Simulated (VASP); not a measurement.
# Sn (Immm) in VASP: settings compared

Sn is run at these levels: PBEsol, LDA, BLYP; tasks: single point.

Everything below comes from runs of VASP 6.6.1. Logs are shortened: lines on timing, memory, paths and dates and some standing lists are left out, and cuts for length are marked.

### 1 The cell of the first run

Symmetry: Immm, No. 71, orthorhombic system. The conventional cell has a = 3.453 Å, b = 3.551 Å, c = 4.677 Å, α = 90.00°, β = 90.00°, γ = 90.00°. Within 4.5 Å of Sn (site symmetry mmm) lie 12 Sn at 3.41 to 3.55 Å.

### 2 Single point, PBEsol

INCAR

```
PREC = Accurate
ENCUT = 520
EDIFF = 1E-7
ISMEAR = -1
SIGMA = 0.1
LREAL = F
LASPH = T
NELM = 100
ALGO = Normal
ISIF = 2
LWAVE = F
LCHARG = F
GGA = PS
NBANDS = 13
```

KPOINTS

```
Automatic mesh
0
Gamma
  11 11 11
```

POSCAR

```
Sn
1.0
   -1.7265390000      1.7755470000      2.3383420000
    1.7265390000     -1.7755470000      2.3383420000
    1.7265390000      1.7755470000     -2.3383420000
Sn
1
Direct
    0.0000000000      0.0000000000      0.0000000000
```

Potentials or basis: VASP PAW PBE potentials, release 64 (Sn_d).

The run is started by

```
$ cat potpaw_PBE.64/Sn_d/POTCAR > POTCAR
$ mpirun -np 1 vasp_std > vasp.out
```

OUTCAR:

```text
PREC = Accurate
   ENCUT = 520
   EDIFF = 1E-7
   ISMEAR = -1
   LREAL = F
   LASPH = T
   NELM = 100
   ISIF = 2
   GGA = PS

 ion  position               nearest neighbor table
   1  0.000  0.000  0.000-

  LATTYP: Found a body centered orthorhombic cell.
 ALAT       =     3.4530780000
 B/A-ratio  =     1.0283851103
 C/A-ratio  =     1.3543522620

  Lattice vectors:

 A1 = (  -1.7265390000,   1.7755470000,   2.3383420000)
 A2 = (   1.7265390000,  -1.7755470000,   2.3383420000)
 A3 = (   1.7265390000,   1.7755470000,  -2.3383420000)

Analysis of symmetry for initial positions (statically):
=====================================================================
 Subroutine PRICEL returns:
 Original cell was already a primitive cell.

 Routine SETGRP: Setting up the symmetry group for a
 body centered orthorhombic supercell.

 Subroutine GETGRP returns: Found  8 space group operations
 (whereof  8 operations were pure point group operations)
 out of a pool of  8 trial point group operations.

The static configuration has the point symmetry D_2h.

Analysis of symmetry for dynamics (positions and initial velocities):
=====================================================================
 Subroutine PRICEL returns:
 Original cell was already a primitive cell.

 Routine SETGRP: Setting up the symmetry group for a
 body centered orthorhombic supercell.

 Subroutine GETGRP returns: Found  8 space group operations
 (whereof  8 operations were pure point group operations)
 out of a pool of  8 trial point group operations.

The dynamic configuration has the point symmetry D_2h.

 Subroutine INISYM returns: Found  8 space group operations
 (whereof  8 operations are pure point group operations),
 and found     1 'primitive' translations

----------------------------------------------------------------------------------------

                                     Primitive cell

  volume of cell :      28.6732

  direct lattice vectors                    reciprocal lattice vectors
    -1.726539000  1.775547000  2.338342000     0.000000000  0.281603359  0.213826720
     1.726539000 -1.775547000  2.338342000     0.289596702  0.000000000  0.213826720
     1.726539000  1.775547000 -2.338342000     0.289596702  0.281603359  0.000000000

  length of vectors
     3.406075069  3.406075069  3.406075069     0.353584952  0.359983494  0.403938983

  position of ions in fractional coordinates (direct lattice)
     0.000000000  0.000000000  0.000000000

  ion indices of the primitive-cell ions
   primitive index   ion index
                 1           1

----------------------------------------------------------------------------------------

 KPOINTS: Automatic mesh

Automatic generation of k-mesh.
 Grid dimensions read from file:
 generate k-points for:   11   11   11

 Generating k-lattice:

  Cartesian coordinates                     Fractional coordinates (reciprocal lattice)
     0.000000000  0.025600305  0.019438793     0.090909091  0.000000000 -0.000000000
     0.026326973  0.000000000  0.019438793     0.000000000  0.090909091  0.000000000
     0.026326973  0.025600305  0.000000000    -0.000000000  0.000000000  0.090909091

  Length of vectors
     0.032144087  0.032725772  0.036721726

  Shift w.r.t. Gamma in fractional coordinates (k-lattice)
     0.000000000  0.000000000  0.000000000

 Subroutine IBZKPT returns following result:
 ===========================================

 Found    216 irreducible k-points:

 Following reciprocal coordinates:
            Coordinates               Weight
  0.000000  0.000000  0.000000      1.000000
  0.090909  0.000000  0.000000      4.000000
  0.181818 -0.000000  0.000000      4.000000
  0.272727  0.000000  0.000000      4.000000
  0.363636 -0.000000  0.000000      4.000000
  0.454545  0.000000  0.000000      4.000000
[... 16 lines left out ...]
  0.454545  0.181818  0.000000      8.000000
 -0.454545  0.181818  0.000000      8.000000
 [... further k-points ...]
   k-points           NKPTS =    216   k-points in BZ     NKDIM =    216   number of bands    NBANDS=     13
   number of dos      NEDOS =    301   number of ions     NIONS =      1
   total plane-waves  NPLWV =  21952
   dimension x,y,z NGX =    28 NGY =   28 NGZ =   28
   dimension x,y,z NGXF=    56 NGYF=   56 NGZF=   56
   ions per type =               1
   NGX,Y,Z   is equivalent  to a cutoff of  13.67, 13.67, 13.67 a.u.
   NGXF,Y,Z  is equivalent  to a cutoff of  27.33, 27.33, 27.33 a.u.
 SYSTEM =  unknown system
   PREC   = accura    normal or accurate (medium, high low for compatibility)
   ISTART =      0    job   : 0-new  1-cont  2-samecut
   ICHARG =      2    charge: 1-file 2-atom 10-const
   ISPIN  =      1    spin polarized calculation?
   LNONCOLLINEAR =      F non collinear calculations
   LSORBIT =      F    spin-orbit coupling
   LASPH  =      T    aspherical Exc in radial PAW
   ENCUT  =  520.0 eV  38.22 Ry    6.18 a.u.   6.33  6.33  6.33*2*pi/ulx,y,z
   NELM   =    100;   NELMIN=  2; NELMDL= -5     # of ELM steps
   EDIFF  = 0.1E-06   stopping-criterion for ELM
   LREAL  =      F    real-space projection
   EDIFFG = 0.1E-05   stopping-criterion for IOM
   NSW    =      0    number of steps for IOM
   IBRION =     -1    ionic relax: 0-MD 1-quasi-New 2-CG
   NFREE  =      0    steps in history (QN), initial steepest desc. (CG)
   ISIF   =      2    stress and relaxation
   ISYM   =      2    0-nonsym 1-usesym 2-fastsym
   POTIM  = 0.5000    time-step for ionic-motion
   TEBEG  =    0.0;   TEEND  =   0.0 temperature during run
   PSTRESS=    0.0 pullay stress
   NELECT =      14.0000    total number of electrons
   NUPDOWN=      -1.0000    fix difference up-down
   EMIN   =  10.00;   EMAX   =-10.00  energy-range for DOS
   EFERMI =   0.00;   METHOD = LEGACY
   ISMEAR =    -1;   SIGMA  =   0.10  broadening in eV -4-tet -1-fermi 0-gaus
   EFERMI_NEDOS =   21; number of points for ismear=-14 and -15
   IALGO  =     38    algorithm
   IMIX   =      4    mixing-type and parameters
     AMIX     =   0.40;   BMIX     =  1.00
     AMIX_MAG =   1.60;   BMIX_MAG =  1.00
  volume/ion in A,a.u.               =      28.67       193.50
  Fermi-wavevector in a.u.,A,eV,Ry     =   1.289116  2.436076 22.610433  1.661820
  Thomas-Fermi vector in A             =   2.421028
   LORBIT       =      0    0 simple, 1 ext, 2 COOP (PROOUT), +10 PAW based schemes
   GGA     = PS    functional components
   LHFCALC =     F    Hartree Fock is set to
   AEXX    =    0.0000 exact exchange contribution
   IVDW    =     0    specifies the selected vdW correction
   LEPSILON=     F    determine dielectric tensor
   LRPA    =     F    only Hartree local field effects (RPA)
 non-spin polarized calculation
  energy-cutoff  :      520.00
  volume of cell :       28.67
 maximum number of plane-waves:       788
 NGX is ok and might be reduce to    28
   NGX = 13   NGY = 13   NGZ = 13

 number of electron      13.9999998 magnetization

 Free energy of the ion-electron system (eV)
  ---------------------------------------------------
  ext. energy  EPLUGINS =         0.00000000
  ---------------------------------------------------
  free energy    TOTEN  =        -4.21856350 eV

  energy without entropy =       -4.20269718  energy(sigma->0) =       -4.21063034

 E-fermi :   7.3367     XC(G=0): -10.2532

 val. band max:        7.2603958226   @ k =   0.3636  -0.2727   0.2727
 cond. band min:       7.3374223761   @ k =   0.1818   0.1818   0.1818
 fundamental gap:      0.0770265534
 Fermi energy:         7.3367461086

 k-point     1 :       0.0000    0.0000    0.0000
  band No.  band energies     occupation
      1     -14.0953      2.00000
      2     -14.0804      2.00000
      3     -14.0616      2.00000
      4     -14.0321      2.00000
      5     -13.9954      2.00000
      6      -3.4229      2.00000
      7      14.3651      0.00000
      8      14.5114      0.00000
      9      14.9122      0.00000
     10      17.9755      0.00000
     11      18.4901      0.00000
     12      18.9890      0.00000
     13      19.1571      0.00000

 k-point     2 :       0.0909    0.0000    0.0000
  band No.  band energies     occupation
      1     -14.0915      2.00000
      2     -14.0748      2.00000
      3     -14.0603      2.00000
      4     -14.0303      2.00000
      5     -13.9962      2.00000
      6      -3.2634      2.00000
      7      12.8051      0.00000
      8      14.3142      0.00000
      9      14.6070      0.00000
     10      17.3420      0.00000
     11      19.0845      0.00000
     12      19.5589      0.00000
     13      20.5794      0.00000

 k-point     3 :       0.1818   -0.0000    0.0000
  band No.  band energies     occupation
      1     -14.0838      2.00000
      2     -14.0680      2.00000
      3     -14.0573      2.00000
      4     -14.0175      2.00000
      5     -13.9956      2.00000
      6      -2.7852      2.00000
      7      10.0976      0.00000
      8      13.9730      0.00000
      9      14.0031      0.00000
     10      16.9922      0.00000
     11      19.4771      0.00000
     12      19.4858      0.00000
     13      20.3987      0.00000

 k-point     4 :       0.2727    0.0000    0.0000
  band No.  band energies     occupation
      1     -14.0790      2.00000
      2     -14.0706      2.00000
      3     -14.0565      2.00000
      4     -13.9891      2.00000
      5     -13.9872      2.00000
      6      -1.9938      2.00000
      7       7.4556      0.46699
      8      13.3447      0.00000
      9      13.6920      0.00000
     10      16.8288      0.00000
     11      18.6037      0.00000
     12      18.6507      0.00000
     13      20.2372      0.00000

 k-point     5 :       0.3636   -0.0000    0.0000
  band No.  band energies     occupation
      1     -14.0783      2.00000
      2     -14.0767      2.00000
      3     -14.0592      2.00000
      4     -13.9726      2.00000
      5     -13.9591      2.00000
      6      -0.9203      2.00000
      7       5.1055      2.00000
      8      12.8719      0.00000
      9      13.4658      0.00000
     10      16.8493      0.00000
     11      17.9222      0.00000
     12      17.9434      0.00000
     13      19.2382      0.00000

 k-point     6 :       0.4545    0.0000    0.0000
  band No.  band energies     occupation
      1     -14.0808      2.00000
      2     -14.0792      2.00000
      3     -14.0616      2.00000
      4     -13.9620      2.00000
      5     -13.9406      2.00000
      6       0.2365      2.00000
      7       3.3009      2.00000
      8      12.6212      0.00000
      9      13.3510      0.00000
     10      16.9942      0.00000
     11      17.5032      0.00000
     12      17.6071      0.00000
     13      18.6071      0.00000

 k-point     7 :       0.0000    0.0909    0.0000
  band No.  band energies     occupation
      1     -14.0891      2.00000
      2     -14.0781      2.00000
      3     -14.0571      2.00000
      4     -14.0312      2.00000
      5     -13.9970      2.00000
      6      -3.2568      2.00000
      7      13.2307      0.00000
      8      14.0677      0.00000
      9      14.4405      0.00000
     10      17.1936      0.00000
     11      18.9351      0.00000
     12      19.4679      0.00000
     13      20.4088      0.00000
[... 193 lines left out ...]
 k-point    20 :       0.1818    0.1818    0.0000
  band No.  band energies     occupation
      1     -14.0733      2.00000
      2     -14.0683      2.00000
      3     -14.0298      2.00000
      4     -14.0179      2.00000
      5     -13.9754      2.00000
      6      -1.6609      2.00000
      7       8.3607      0.00007
      8       9.4662      0.00000
      9      13.9671      0.00000
     10      17.5469      0.00000
     11      18.5218      0.00000
     12      19.5608      0.00000
     13      20.2611      0.00000

 k-point    21 :       0.2727    0.1818   -0.0000
  band No.  band energies     occupation
      1     -14.0752      2.00000
      2     -14.0624      2.00000
      3     -14.0307      2.00000
      4     -13.9990      2.00000
      5     -13.9651      2.00000
      6      -0.6679      2.00000
      7       6.2058      1.99998
      8       8.9236      0.00000
      9      13.1689      0.00000
     10      16.4957      0.00000
     11      19.2626      0.00000
     12      19.7723      0.00000
     13      20.9423      0.00000

 k-point    22 :       0.3636    0.1818    0.0000
  band No.  band energies     occupation
      1     -14.0831      2.00000
      2     -14.0534      2.00000
      3     -14.0336      2.00000
      4     -13.9775      2.00000
      5     -13.9626      2.00000
      6       0.4874      2.00000
      7       4.2806      2.00000
      8       8.8934      0.00000
      9      12.3883      0.00000
     10      15.6122      0.00000
     11      19.4093      0.00000
     12      20.3858      0.00000
     13      22.5303      0.00000

 k-point    23 :       0.4545    0.1818    0.0000
  band No.  band energies     occupation
      1     -14.0899      2.00000
      2     -14.0506      2.00000
      3     -14.0323      2.00000
      4     -13.9805      2.00000
      5     -13.9517      2.00000
      6       0.9523      2.00000
      7       3.6410      2.00000
      8       9.2025      0.00000
      9      11.8098      0.00000
     10      15.0153      0.00000
     11      19.7025      0.00000
     12      20.9743      0.00000
     13      22.6428      0.00000

 k-point    24 :      -0.4545    0.1818    0.0000
  band No.  band energies     occupation
      1     -14.0955      2.00000
      2     -14.0559      2.00000
      3     -14.0281      2.00000
      4     -13.9891      2.00000
      5     -13.9497      2.00000
      6      -0.0439      2.00000
      7       5.0766      2.00000
      8       9.8157      0.00000
      9      11.4975      0.00000
     10      14.7321      0.00000
     11      19.7592      0.00000
     12      20.8059      0.00000
     13      22.1935      0.00000

 [... further k-points ...]
[... 5 lines left out ...]
  --------------------------------------------------------------------------------------
  -------------------------------------------------------------------------------------
  Total       -0.5730933     -0.8009394     -0.6048850      0.0000000      0.0000000      0.0000000
  in kB      -32.0227998    -44.7541844    -33.7992310      0.0000000      0.0000000      0.0000000
  external PRESSURE =     -36.8587384 kB  Pullay stress =       0.0000000 kB

 VOLUME and BASIS-vectors are now :
 -----------------------------------------------------------------------------
  energy-cutoff  :      520.00
  volume of cell :       28.67
      direct lattice vectors                 reciprocal lattice vectors
    -1.726539000  1.775547000  2.338342000     0.000000000  0.281603359  0.213826720
     1.726539000 -1.775547000  2.338342000     0.289596702  0.000000000  0.213826720
     1.726539000  1.775547000 -2.338342000     0.289596702  0.281603359  0.000000000

 POSITION                                       TOTAL-FORCE (eV/Angst)
 -----------------------------------------------------------------------------------
      0.00000      0.00000      0.00000         0.000000      0.000000      0.000000
 -----------------------------------------------------------------------------------
    total drift:                               -0.000000     -0.000000     -0.000000

  FREE ENERGIE OF THE ION-ELECTRON SYSTEM (eV)
  ---------------------------------------------------
  free  energy   TOTEN  =        -4.2185634973 eV

  energy  without entropy=       -4.2026971829  energy(sigma->0) =       -4.21063034
```

Run time: 27 s. Hardware: 1 thread of Intel Xeon 6975P-C (Granite Rapids), shared host; peak memory 0.2 GiB.

What came out:

```
Free energy            : -4.2186 eV
Pressure               : -3.7 GPa
Band gap on the k mesh : zero (band 7 reaches 14.37 eV, above the bottom of band 8 at 5.58 eV)
```

Caveat: the PAW data sets were made with another functional, which shifts forces and pressure a little; spin-orbit coupling is left out, which moves the levels of the heavy elements.

### 3 Single point, LDA

INCAR

```
SYSTEM = Sn
PREC = Accurate ; ENCUT = 520
EDIFF = 1E-6 ; ISMEAR = -1
SIGMA = 0.1 ; LREAL = .False.
LASPH = .True. ; NELM = 80
ALGO = Normal ; ISIF = 2
LWAVE = .False. ; LCHARG = .False.
GGA = CA ; NBANDS = 13
```

KPOINTS

```
regular mesh
0
Gamma
  11 11 11
  0 0 0
```

POSCAR is that of step 2.

Potentials or basis: VASP PAW LDA potentials, release 64 (Sn_d).

The run is started by

```
$ cat potpaw_LDA.64/Sn_d/POTCAR > POTCAR
$ mpirun -np 1 vasp_std > vasp.out
```

Wall time 22 s (1 thread of Intel Xeon 6975P-C (Granite Rapids), shared host); peak memory 0.19 GiB.

Results (log left out):

```
Free energy            : -4.4070 eV
Pressure               : -4.7 GPa
Band gap on the k mesh : zero (band 7 reaches 14.15 eV, above the bottom of band 8 at 5.49 eV)
```

Stress tensor (GPa, compression positive):
```
-4.26  0.00  0.00
 0.00 -5.46  0.00
 0.00  0.00 -4.38
```

Levels at points of the mesh, in eV from the Fermi level:
```
           k point  band 5  band 6  band 7  band 8  band 9  band 10
(0.00, 0.00, 0.00)  -21.34  -10.77    6.93    7.08    7.47    10.74
```

Caveat: spin-orbit coupling is left out, which moves the levels of the heavy elements.

### 4 Single point, BLYP

INCAR

```
SYSTEM = Sn
  PREC = Accurate
  ENCUT = 520
  EDIFF = 1E-6
  ISMEAR = -1
  SIGMA = 0.1
  LREAL = .False.
  LASPH = .True.
  NELM = 80
  ALGO = Normal
  ISIF = 2
  LWAVE = .False.
  LCHARG = .False.
  GGA = B5
  ALDAX = 1.0
  AGGAX = 1.0
  AGGAC = 1.0
  ALDAC = 0.0
  NBANDS = 13
```

KPOINTS

```
Automatic mesh
0
Gamma
  11 11 11
  0 0 0
```

POSCAR is that of step 3.

Potentials or basis: VASP PAW PBE potentials, release 64 (Sn_d).

The run is started by

```
$ cat potpaw_PBE.64/Sn_d/POTCAR > POTCAR
$ mpirun -np 1 vasp_std > vasp.out
```

Wall time 29 s (1 thread of Intel Xeon 6975P-C (Granite Rapids), shared host); peak memory 0.2 GiB.

It converged, with:

```
Free energy            : -2.9502 eV
Pressure               : 3.1 GPa
Band gap on the k mesh : zero (band 7 reaches 14.79 eV, above the bottom of band 8 at 6.31 eV)
```

Stress tensor (GPa, compression positive):
```
3.55 0.00 0.00
0.00 2.27 0.00
0.00 0.00 3.42
```

Levels at points of the mesh, in eV from the Fermi level:
| k point | band 5 | band 6 | band 7 | band 8 | band 9 | band 10 |
| --- | --- | --- | --- | --- | --- | --- |
| (0.00, 0.00, 0.00) | -21.45 | -10.78 | 6.80 | 6.95 | 7.33 | 10.93 |

Caveat: the PAW data sets were made with another functional, which shifts forces and pressure a little; spin-orbit coupling is left out, which moves the levels of the heavy elements.

### 5 Summary

| level | potentials or basis | gap on the mesh (eV) | pressure (GPa) |
| --- | --- | --- | --- |
| PBEsol | VASP PAW PBE potentials, release 64 (Sn_d) | none | -3.7 |
| LDA | VASP PAW LDA potentials, release 64 (Sn_d) | none | -4.7 |
| BLYP | VASP PAW PBE potentials, release 64 (Sn_d) | none | 3.1 |

Alike in all rows: task single point; no spin polarisation; cell as given; k mesh 11 × 11 × 11; cutoff (eV) 520; smearing fermi-dirac 0.1 eV.

Caveats: spin-orbit coupling is left out, which moves the levels of the heavy elements; the PAW data sets were made with another functional, which shifts forces and pressure a little (some runs).

Total energies depend on the potentials used, so only differences within one code and one set of settings carry meaning.
